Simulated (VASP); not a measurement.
Input of a VASP 6.6.1 run:

The input INCAR:

```
ALGO = Normal
EDIFF = 1E-6
EDIFFG = -0.008
ENCUT = 600
GGA = PS
IBRION = 2
ISIF = 3
ISMEAR = 0
LASPH = True
LCHARG = False
LREAL = False
LWAVE = False
NELM = 100
NSW = 70
PREC = Accurate
PSTRESS = 10.0
SIGMA = 0.1
```

The input KPOINTS:

```
k-points
0
Gamma
  18 18 18
```

File POSCAR:

```
Ir
1.0
    0.0000000000      1.9090345320      1.9090345320
    1.9090345320      0.0000000000      1.9090345320
    1.9090345320      1.9090345320      0.0000000000
Ir
1
Direct
    0.0000000000      0.0000000000      0.0000000000
```

Potentials or basis: VASP PAW PBE potentials, release 64 (Ir).

Command:

```bash
$ cat potpaw_PBE.64/Ir/POTCAR > POTCAR
$ mpirun -np 1 vasp_std > vasp.out
```

Problem. What does it give for the space group after relaxing (to 0.05 Å)?

Solution. Fm-3m (No. 225).

Problem. What does it give for the relaxed cell?

Solution. a = 2.709 Å, b = 2.709 Å, c = 2.709 Å, α = 60.00°, β = 60.00°, γ = 60.00°.

Final structure:
```xyz
1
Lattice="0.0000 1.9153 1.9153 1.9153 0.0000 1.9153 1.9153 1.9153 0.0000" Properties=species:S:1:pos:R:3 pbc="T T T"
Ir    0.0000    0.0000    0.0000
```
